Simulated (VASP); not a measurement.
A run of VASP 6.6.1 is set up as follows.

File INCAR:

```
SYSTEM = SiC
ALGO = Normal
EDIFF = 1E-6
ENCUT = 520
GGA = CA
ISIF = 2
ISMEAR = 0
LASPH = .TRUE.
LCHARG = .FALSE.
LREAL = .FALSE.
LWAVE = .FALSE.
NBANDS = 11
NELM = 100
PREC = Accurate
SIGMA = 0.02
```

Contents of KPOINTS:

```
k-points
0
G
  10 10 10
  0 0 0
```

The input POSCAR:

```
SiC
1.0
    0.0000000000      2.1644927228      2.1644927228
    2.1644927228      0.0000000000      2.1644927228
    2.1644927228      2.1644927228      0.0000000000
Si C
1 1
Direct
    0.7500000000      0.7500000000      0.7500000000
    0.0000000000      0.0000000000      0.0000000000
```

Potentials or basis: VASP PAW LDA potentials, release 64 (Si, C).

Command:

```bash
$ cat potpaw_LDA.64/Si/POTCAR potpaw_LDA.64/C/POTCAR > POTCAR
$ mpirun -np 1 vasp_std > vasp.out
```

(1) What does it give for the pressure?

(2) Estimate the band gap on the k mesh.

## Answers

(1) 0.4 GPa.

(2) 1.29 eV, indirect (least direct gap 4.52 eV).
